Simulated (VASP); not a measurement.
# Ca3Bi (Pm-3m) in VASP: notebook

Runs on Ca3Bi. Level: PBE. Tasks: single point, relaxation of cell and atoms.

Everything below comes from runs of VASP 6.6.1. Logs are shortened: lines on timing, memory, paths and dates and some standing lists are left out, and cuts for length are marked.

### 1 The cell of the first run

Symmetry: Pm-3m, No. 221, cubic system. The conventional cell has a = 5.112 Å, b = 5.112 Å, c = 5.112 Å, α = 90.00°, β = 90.00°, γ = 90.00°. Within 4.7 Å of Ca (site symmetry 4/mmm) lie 8 Ca at 3.61 Å and 4 Bi at 3.61 Å. Within 4.7 Å of Bi (site symmetry m-3m) lie 12 Ca at 3.61 Å.

### 2 Single point, PBE

Input file INCAR:

```
  ALGO = Fast
  EDIFF = 1E-7
  ENCUT = 520
  GGA = PE
  ISIF = 2
  ISMEAR = 0
  LASPH = True
  LCHARG = False
  LREAL = False
  LWAVE = False
  NBANDS = 30
  NELM = 100
  PREC = Accurate
  SIGMA = 0.1
```

Input file KPOINTS:

```
k-points
0
Gamma
  10 10 10
```

Input file POSCAR:

```
Ca3Bi
1.0
    5.1118044788      0.0000000000      0.0000000000
    0.0000000000      5.1118044788      0.0000000000
    0.0000000000      0.0000000000      5.1118044788
Ca Bi
3 1
Direct
    0.0000000000      0.5000000000      0.5000000000
    0.5000000000      0.0000000000      0.5000000000
    0.5000000000      0.5000000000      0.0000000000
    0.0000000000      0.0000000000      0.0000000000
```

Potentials or basis: VASP PAW PBE potentials, release 64 (Ca_sv, Bi_d).

Run with:

```sh
> cat potpaw_PBE.64/Ca_sv/POTCAR potpaw_PBE.64/Bi_d/POTCAR > POTCAR
> mpirun -np 1 vasp_std > vasp.out
```

OUTCAR:

```text
EDIFF = 1E-7
   ENCUT = 520
   GGA = PE
   ISIF = 2
   ISMEAR = 0
   LASPH = True
   LREAL = False
   NELM = 100
   PREC = Accurate

 ion  position               nearest neighbor table
   1  0.000  0.500  0.500-
   2  0.500  0.000  0.500-
   3  0.500  0.500  0.000-
   4  0.000  0.000  0.000-

  LATTYP: Found a simple cubic cell.
 ALAT       =     5.1118044788

  Lattice vectors:

 A1 = (   5.1118044788,   0.0000000000,   0.0000000000)
 A2 = (   0.0000000000,   5.1118044788,   0.0000000000)
 A3 = (   0.0000000000,   0.0000000000,   5.1118044788)

Analysis of symmetry for initial positions (statically):
=====================================================================
 Subroutine PRICEL returns:
 Original cell was already a primitive cell.

 Routine SETGRP: Setting up the symmetry group for a
 simple cubic supercell.

 Subroutine GETGRP returns: Found 48 space group operations
 (whereof 48 operations were pure point group operations)
 out of a pool of 48 trial point group operations.

The static configuration has the point symmetry O_h .

Analysis of symmetry for dynamics (positions and initial velocities):
=====================================================================
 Subroutine PRICEL returns:
 Original cell was already a primitive cell.

 Routine SETGRP: Setting up the symmetry group for a
 simple cubic supercell.

 Subroutine GETGRP returns: Found 48 space group operations
 (whereof 48 operations were pure point group operations)
 out of a pool of 48 trial point group operations.

The dynamic configuration has the point symmetry O_h .

 Subroutine INISYM returns: Found 48 space group operations
 (whereof 48 operations are pure point group operations),
 and found     1 'primitive' translations

----------------------------------------------------------------------------------------

                                     Primitive cell

  volume of cell :     133.5742

  direct lattice vectors                    reciprocal lattice vectors
     5.111804479  0.000000000  0.000000000     0.195625636  0.000000000  0.000000000
     0.000000000  5.111804479  0.000000000     0.000000000  0.195625636  0.000000000
     0.000000000  0.000000000  5.111804479     0.000000000  0.000000000  0.195625636

  length of vectors
     5.111804479  5.111804479  5.111804479     0.195625636  0.195625636  0.195625636

  position of ions in fractional coordinates (direct lattice)
     0.000000000  0.500000000  0.500000000
     0.500000000  0.000000000  0.500000000
     0.500000000  0.500000000  0.000000000
     0.000000000  0.000000000  0.000000000

  ion indices of the primitive-cell ions
   primitive index   ion index
                 1           1
                 2           2
                 3           3
                 4           4

----------------------------------------------------------------------------------------

 KPOINTS: k-points

Automatic generation of k-mesh.
 Grid dimensions read from file:
 generate k-points for:   10   10   10

 Generating k-lattice:

  Cartesian coordinates                     Fractional coordinates (reciprocal lattice)
     0.019562564  0.000000000  0.000000000     0.100000000  0.000000000  0.000000000
     0.000000000  0.019562564  0.000000000     0.000000000  0.100000000  0.000000000
     0.000000000  0.000000000  0.019562564     0.000000000  0.000000000  0.100000000

  Length of vectors
     0.019562564  0.019562564  0.019562564

  Shift w.r.t. Gamma in fractional coordinates (k-lattice)
     0.000000000  0.000000000  0.000000000

 Subroutine IBZKPT returns following result:
 ===========================================

 Found     56 irreducible k-points:

 Following reciprocal coordinates:
            Coordinates               Weight
  0.000000  0.000000  0.000000      1.000000
  0.100000  0.000000  0.000000      6.000000
  0.200000  0.000000  0.000000      6.000000
  0.300000  0.000000  0.000000      6.000000
  0.400000  0.000000  0.000000      6.000000
  0.500000  0.000000  0.000000      3.000000
[... 16 lines left out ...]
  0.200000  0.100000  0.100000     24.000000
  0.300000  0.100000  0.100000     24.000000
 [... further k-points ...]
   k-points           NKPTS =     56   k-points in BZ     NKDIM =     56   number of bands    NBANDS=     30
   number of dos      NEDOS =    301   number of ions     NIONS =      4
   total plane-waves  NPLWV =  64000
   dimension x,y,z NGX =    40 NGY =   40 NGZ =   40
   dimension x,y,z NGXF=    80 NGYF=   80 NGZF=   80
   ions per type =               3   1
   NGX,Y,Z   is equivalent  to a cutoff of  13.01, 13.01, 13.01 a.u.
   NGXF,Y,Z  is equivalent  to a cutoff of  26.02, 26.02, 26.02 a.u.
 SYSTEM =  unknown system
   PREC   = accura    normal or accurate (medium, high low for compatibility)
   ISTART =      0    job   : 0-new  1-cont  2-samecut
   ICHARG =      2    charge: 1-file 2-atom 10-const
   ISPIN  =      1    spin polarized calculation?
   LNONCOLLINEAR =      F non collinear calculations
   LSORBIT =      F    spin-orbit coupling
   LASPH  =      T    aspherical Exc in radial PAW
   ENCUT  =  520.0 eV  38.22 Ry    6.18 a.u.   9.50  9.50  9.50*2*pi/ulx,y,z
   NELM   =    100;   NELMIN=  2; NELMDL= -5     # of ELM steps
   EDIFF  = 0.1E-06   stopping-criterion for ELM
   LREAL  =      F    real-space projection
   EDIFFG = 0.1E-05   stopping-criterion for IOM
   NSW    =      0    number of steps for IOM
   IBRION =     -1    ionic relax: 0-MD 1-quasi-New 2-CG
   NFREE  =      0    steps in history (QN), initial steepest desc. (CG)
   ISIF   =      2    stress and relaxation
   ISYM   =      2    0-nonsym 1-usesym 2-fastsym
   POTIM  = 0.5000    time-step for ionic-motion
   TEBEG  =    0.0;   TEEND  =   0.0 temperature during run
   PSTRESS=    0.0 pullay stress
   NELECT =      45.0000    total number of electrons
   NUPDOWN=      -1.0000    fix difference up-down
   EMIN   =  10.00;   EMAX   =-10.00  energy-range for DOS
   EFERMI =   0.00;   METHOD = LEGACY
   ISMEAR =     0;   SIGMA  =   0.10  broadening in eV -4-tet -1-fermi 0-gaus
   EFERMI_NEDOS =   21; number of points for ismear=-14 and -15
   IALGO  =     68    algorithm
   IMIX   =      4    mixing-type and parameters
     AMIX     =   0.40;   BMIX     =  1.00
     AMIX_MAG =   1.60;   BMIX_MAG =  1.00
  volume/ion in A,a.u.               =      33.39       225.35
  Fermi-wavevector in a.u.,A,eV,Ry     =   1.139125  2.152634 17.655002  1.297606
  Thomas-Fermi vector in A             =   2.275829
   LORBIT       =      0    0 simple, 1 ext, 2 COOP (PROOUT), +10 PAW based schemes
   GGA     = PE    functional components
   LHFCALC =     F    Hartree Fock is set to
   AEXX    =    0.0000 exact exchange contribution
   IVDW    =     0    specifies the selected vdW correction
   LEPSILON=     F    determine dielectric tensor
   LRPA    =     F    only Hartree local field effects (RPA)
 non-spin polarized calculation
 RMM-DIIS sequential band-by-band and
 Gauss-broadening in eV      SIGMA  =   0.10
  energy-cutoff  :      520.00
  volume of cell :      133.57
 maximum number of plane-waves:      3695
 NGX is ok and might be reduce to    40
   NGX = 19   NGY = 19   NGZ = 19

 number of electron      45.0000003 magnetization

 Free energy of the ion-electron system (eV)
  ---------------------------------------------------
  ext. energy  EPLUGINS =         0.00000000
  ---------------------------------------------------
  free energy    TOTEN  =       -11.57121441 eV

  energy without entropy =      -11.55497391  energy(sigma->0) =      -11.56309416

 E-fermi :   4.4623     XC(G=0):  -8.8086

 val. band max:        4.4554641573   @ k =   0.1000   0.1000   0.1000
 cond. band min:       4.4693136822   @ k =   0.3000   0.0000   0.0000
 fundamental gap:      0.0138495249
 Fermi energy:         4.4622618318

 k-point     1 :       0.0000    0.0000    0.0000
  band No.  band energies     occupation
      1     -37.6664      2.00000
      2     -37.6277      2.00000
      3     -37.6277      2.00000
      4     -18.7687      2.00000
      5     -18.7687      2.00000
      6     -18.7687      2.00000
[... 22 lines left out ...]
     29       7.2251      0.00000
     30       7.2251      0.00000

 k-point     2 :       0.1000    0.0000    0.0000
  band No.  band energies     occupation
      1     -37.6655      2.00000
      2     -37.6285      2.00000
      3     -37.6277      2.00000
      4     -18.7664      2.00000
      5     -18.7664      2.00000
      6     -18.7646      2.00000
[... 22 lines left out ...]
     29       7.1753      0.00000
     30       7.2544      0.00000

 k-point     3 :       0.2000    0.0000    0.0000
  band No.  band energies     occupation
      1     -37.6631      2.00000
      2     -37.6309      2.00000
      3     -37.6277      2.00000
      4     -18.7601      2.00000
      5     -18.7601      2.00000
      6     -18.7530      2.00000
[... 22 lines left out ...]
     29       6.9907      0.00000
     30       7.2905      0.00000

 k-point     4 :       0.3000    0.0000    0.0000
  band No.  band energies     occupation
      1     -37.6595      2.00000
      2     -37.6345      2.00000
      3     -37.6276      2.00000
      4     -18.7515      2.00000
      5     -18.7515      2.00000
      6     -18.7355      2.00000
[... 22 lines left out ...]
     29       6.7655      0.00000
     30       7.1750      0.00000

 k-point     5 :       0.4000    0.0000    0.0000
  band No.  band energies     occupation
      1     -37.6555      2.00000
      2     -37.6384      2.00000
      3     -37.6276      2.00000
      4     -18.7436      2.00000
      5     -18.7436      2.00000
      6     -18.7162      2.00000
[... 22 lines left out ...]
     29       6.5598      0.00000
     30       7.0049      0.00000
[... 526 lines left out ...]
     29       6.3846      0.00000
     30       6.9338      0.00000

 k-point    22 :       0.1000    0.1000    0.1000
  band No.  band energies     occupation
      1     -37.6639      2.00000
      2     -37.6289      2.00000
      3     -37.6289      2.00000
      4     -18.7725      2.00000
      5     -18.7543      2.00000
      6     -18.7543      2.00000
[... 22 lines left out ...]
     29       7.0963      0.00000
     30       7.2709      0.00000

 k-point    23 :       0.2000    0.1000    0.1000
  band No.  band energies     occupation
      1     -37.6616      2.00000
      2     -37.6312      2.00000
      3     -37.6289      2.00000
      4     -18.7714      2.00000
      5     -18.7483      2.00000
      6     -18.7393      2.00000
[... 22 lines left out ...]
     29       6.9276      0.00000
     30       7.2613      0.00000

 k-point    24 :       0.3000    0.1000    0.1000
  band No.  band energies     occupation
      1     -37.6581      2.00000
      2     -37.6346      2.00000
      3     -37.6289      2.00000
      4     -18.7641      2.00000
      5     -18.7397      2.00000
      6     -18.7259      2.00000
[... 22 lines left out ...]
     29       6.6603      0.00000
     30       7.0912      0.00000

 [... further k-points ...]

------------------------ aborting loop because EDIFF is reached ----------------------------------------

  FORCE on cell =-STRESS in cart. coord.  units (eV):
  Direction    XX          YY          ZZ          XY          YZ          ZX
  --------------------------------------------------------------------------------------
  -------------------------------------------------------------------------------------
  Total        0.0036223      0.0036223      0.0036223      0.0000000      0.0000000      0.0000000
  in kB        0.0434482      0.0434482      0.0434482      0.0000000      0.0000000      0.0000000
  external PRESSURE =       0.0434482 kB  Pullay stress =       0.0000000 kB

 VOLUME and BASIS-vectors are now :
 -----------------------------------------------------------------------------
  energy-cutoff  :      520.00
  volume of cell :      133.57
      direct lattice vectors                 reciprocal lattice vectors
     5.111804479  0.000000000  0.000000000     0.195625636  0.000000000  0.000000000
     0.000000000  5.111804479  0.000000000     0.000000000  0.195625636  0.000000000
     0.000000000  0.000000000  5.111804479     0.000000000  0.000000000  0.195625636

 POSITION                                       TOTAL-FORCE (eV/Angst)
 -----------------------------------------------------------------------------------
      0.00000      2.55590      2.55590         0.000000      0.000000      0.000000
      2.55590      0.00000      2.55590         0.000000      0.000000      0.000000
      2.55590      2.55590      0.00000         0.000000      0.000000      0.000000
      0.00000      0.00000      0.00000         0.000000      0.000000      0.000000
 -----------------------------------------------------------------------------------
    total drift:                               -0.000000      0.000000     -0.000000

  FREE ENERGIE OF THE ION-ELECTRON SYSTEM (eV)
  ---------------------------------------------------
  free  energy   TOTEN  =       -11.5712144130 eV

  energy  without entropy=      -11.5549739061  energy(sigma->0) =      -11.56309416
```

It took 6.4 min on 1 thread of Intel Xeon 6975P-C (Granite Rapids), shared host; peak memory 0.38 GiB.

Results:

- Free energy: -11.5712 eV
- Pressure: 0.0 GPa
- Band gap on the k mesh: zero (an odd number of electrons rules out a gap without spin polarisation)

Caveat: spin-orbit coupling is left out, which moves the levels of the heavy elements.

### 3 Relaxation of cell and atoms, PBE

Input file INCAR:

```
SYSTEM = Ca3Bi
  PREC = Accurate
  ENCUT = 600
  EDIFF = 1E-7
  ISMEAR = 0
  SIGMA = 0.1
  LREAL = .FALSE.
  LASPH = .TRUE.
  NELM = 100
  ALGO = Fast
  ISIF = 3
  LWAVE = .FALSE.
  LCHARG = .FALSE.
  GGA = PE
  IBRION = 2
  NSW = 100
  EDIFFG = -0.01
```

Input file KPOINTS:

```
regular mesh
0
G
  10 10 10
  0 0 0
```

Input file POSCAR:

```
Ca3Bi
1.0
    5.1143541616      0.0000000000      0.0000000000
    0.0000000000      5.1143541616      0.0000000000
    0.0000000000      0.0000000000      5.1143541616
Ca Bi
3 1
Direct
    0.0000000000      0.5000000000      0.5000000000
    0.5000000000      0.0000000000      0.5000000000
    0.5000000000      0.5000000000      0.0000000000
    0.0000000000      0.0000000000      0.0000000000
```

Potentials or basis: VASP PAW PBE potentials, release 64 (Ca_sv, Bi_d).

Run with:

```sh
> cat potpaw_PBE.64/Ca_sv/POTCAR potpaw_PBE.64/Bi_d/POTCAR > POTCAR
> mpirun -np 1 vasp_std > vasp.out
```

OUTCAR:

```text
SYSTEM = Ca3Bi
   PREC = Accurate
   ENCUT = 600
   EDIFF = 1E-7
   ISMEAR = 0
   LREAL = .FALSE.
   LASPH = .TRUE.
   NELM = 100
   ISIF = 3
   GGA = PE
   IBRION = 2
   NSW = 100
   EDIFFG = -0.01

 ion  position               nearest neighbor table
   1  0.000  0.500  0.500-
   2  0.500  0.000  0.500-
   3  0.500  0.500  0.000-
   4  0.000  0.000  0.000-

  LATTYP: Found a simple cubic cell.
 ALAT       =     5.1143541616

  Lattice vectors:

 A1 = (   5.1143541616,   0.0000000000,   0.0000000000)
 A2 = (   0.0000000000,   5.1143541616,   0.0000000000)
 A3 = (   0.0000000000,   0.0000000000,   5.1143541616)

Analysis of symmetry for initial positions (statically):
=====================================================================
 Subroutine PRICEL returns:
 Original cell was already a primitive cell.

 Routine SETGRP: Setting up the symmetry group for a
 simple cubic supercell.

 Subroutine GETGRP returns: Found 48 space group operations
[... 165 lines left out ...]
  ---------------------------------------------------
  ext. energy  EPLUGINS =         0.00000000
  ---------------------------------------------------
  free energy    TOTEN  =       -11.57124388 eV

  energy without entropy =      -11.55500519  energy(sigma->0) =      -11.56312453

 E-fermi :   4.4522     XC(G=0):  -8.8030

 val. band max:        4.4468889496   @ k =   0.1000   0.1000   0.1000
 cond. band min:       4.4608534610   @ k =   0.3000   0.0000   0.0000
 fundamental gap:      0.0139645114
 Fermi energy:         4.4521663168

 k-point     1 :       0.0000    0.0000    0.0000
  band No.  band energies     occupation
      1     -37.6793      2.00000
      2     -37.6408      2.00000
      3     -37.6408      2.00000
      4     -18.7811      2.00000
      5     -18.7811      2.00000
      6     -18.7811      2.00000
[... 709 lines left out ...]
     26       5.2273      0.00000
     27       5.3299      0.00000

 [... further k-points ...]
[... 5 lines left out ...]
  --------------------------------------------------------------------------------------
  -------------------------------------------------------------------------------------
  Total       -0.0024017     -0.0024017     -0.0024017      0.0000000      0.0000000      0.0000000
  in kB       -0.0287643     -0.0287643     -0.0287643      0.0000000      0.0000000      0.0000000
  external PRESSURE =      -0.0287643 kB  Pullay stress =       0.0000000 kB

 VOLUME and BASIS-vectors are now :
 -----------------------------------------------------------------------------
  energy-cutoff  :      600.00
  volume of cell :      133.77
      direct lattice vectors                 reciprocal lattice vectors
     5.114354162  0.000000000  0.000000000     0.195528109  0.000000000  0.000000000
     0.000000000  5.114354162  0.000000000     0.000000000  0.195528109  0.000000000
     0.000000000  0.000000000  5.114354162     0.000000000  0.000000000  0.195528109

 POSITION                                       TOTAL-FORCE (eV/Angst)
 -----------------------------------------------------------------------------------
      0.00000      2.55718      2.55718         0.000000      0.000000      0.000000
      2.55718      0.00000      2.55718         0.000000      0.000000      0.000000
      2.55718      2.55718      0.00000         0.000000      0.000000      0.000000
      0.00000      0.00000      0.00000         0.000000      0.000000      0.000000
 -----------------------------------------------------------------------------------
    total drift:                                0.000000     -0.000000     -0.000000

  FREE ENERGIE OF THE ION-ELECTRON SYSTEM (eV)
  ---------------------------------------------------
  free  energy   TOTEN  =       -11.5712438755 eV

  energy  without entropy=      -11.5550051935  energy(sigma->0) =      -11.56312453

 reached required accuracy - stopping structural energy minimisation
```

OSZICAR:

```text
N       E                     dE             d eps       ncg     rms          rms(c)
DAV:   1     0.512771744423E+03    0.51277E+03   -0.24260E+04  3024   0.182E+03
DAV:   2     0.280608163639E+02   -0.48471E+03   -0.47964E+03  3048   0.513E+02
DAV:   3    -0.849630514723E+01   -0.36557E+02   -0.35831E+02  4802   0.139E+02
[... 57 lines left out ...]
RMM:  61    -0.115712434685E+02   -0.14401E-06   -0.13279E-06  1023   0.142E-03    0.773E-04
RMM:  62    -0.115712435970E+02   -0.12852E-06   -0.12485E-06  1171   0.149E-03    0.709E-04
RMM:  63    -0.115712436928E+02   -0.95772E-07   -0.10928E-06  1035   0.147E-03    0.750E-04
RMM:  64    -0.115712437903E+02   -0.97527E-07   -0.10390E-06  1002   0.141E-03    0.746E-04
RMM:  65    -0.115712438755E+02   -0.85171E-07   -0.89844E-07  1028   0.141E-03
   1 F= -.11571244E+02 E0= -.11563125E+02  d E =-.115712E+02
```

It took 8 min on 1 thread of Intel Xeon 6975P-C (Granite Rapids), shared host; peak memory 0.42 GiB.

Results:

| Quantity | Value |
| --- | --- |
| Free energy | -11.5712 eV |
| Pressure after relaxing | 0.0 GPa |
| Band gap on the k mesh | zero (an odd number of electrons rules out a gap without spin polarisation) |

Final structure:
```
Ca Bi
1.0
     5.11435    0.00000    0.00000
     0.00000    5.11435    0.00000
     0.00000    0.00000    5.11435
Ca Bi
3 1
Direct
  0.00000 0.50000 0.50000
  0.50000 0.00000 0.50000
  0.50000 0.50000 0.00000
  0.00000 0.00000 0.00000
```

Caveat: the relaxation stopped at its first step, so nothing moved; spin-orbit coupling is left out, which moves the levels of the heavy elements.
